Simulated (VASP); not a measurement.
Write the native input for VASP 6.6.1 that does the following.

```yaml
Task: single point
Functional: PBE
Potentials_or_basis: VASP PAW PBE potentials, release 64 (O, Cu, H)
Cutoff: 520 eV
k_mesh: 10 × 10 × 1
Occupations: gaussian, width 0.1 eV
Spin: no spin polarisation
Dipole_correction: yes
Further_INCAR_settings: ALGO = Normal; EDIFF = 1e-06; NBANDS = 44
```

The structure of Cu4HO4 lies in POSCAR:

```
Cu4HO4
1.0
    2.9487032640      0.0000000000      0.0000000000
   -0.0081921837      2.9486918841      0.0000000000
    0.0000000000      0.0000000000     28.0147087045
O Cu H
4 4 1
Direct
    0.5000000000      0.5000000000      0.3034120430
    0.5000000000      0.5000000000      0.3953505702
    0.5000000000      0.5000000000      0.4870977354
    0.5000000000      0.5000000000      0.5994103185
    0.5000000000      0.0000000000      0.3493813066
    0.0000000000      0.5000000000      0.4413198338
    0.5000000000      0.0000000000      0.5309289617
    0.0000000000      0.5000000000      0.6465036941
    0.5000000000      1.0000000000      0.5938386442
```

These files were run (other wordings do the same):

INCAR

```
SYSTEM = Cu4HO4
PREC = Accurate ; ENCUT = 520
EDIFF = 1E-6 ; ISMEAR = 0
SIGMA = 0.1 ; LREAL = .FALSE.
LASPH = .TRUE. ; NELM = 60
ALGO = Normal ; ISIF = 2
LWAVE = .FALSE. ; LCHARG = .FALSE.
LDIPOL = .TRUE. ; IDIPOL = 3
DIPOL = 0.5 0.5 0.483 ; GGA = PE
NBANDS = 44
```

KPOINTS

```
Automatic mesh
0
G
  10 10 1
  0 0 0
```

Potentials or basis: VASP PAW PBE potentials, release 64 (O, Cu, H).

Command:

```sh
$ cat potpaw_PBE.64/O/POTCAR potpaw_PBE.64/Cu/POTCAR potpaw_PBE.64/H/POTCAR > POTCAR
$ mpirun -np 1 vasp_std > vasp.out
```

It gave:

```yaml
Largest_force: 2.103 eV/Å
Band_gap_on_the_k_mesh: zero (an odd number of electrons rules out a gap without spin polarisation)
```

Caveat: an odd number of electrons without spin polarisation forces a metal; a magnetic or distorted state may lie lower.

Wall time 11 min on 1 thread of Intel(R) Xeon(R) 6975P-C (Granite Rapids), on a shared host, peak memory 0.63 GiB.
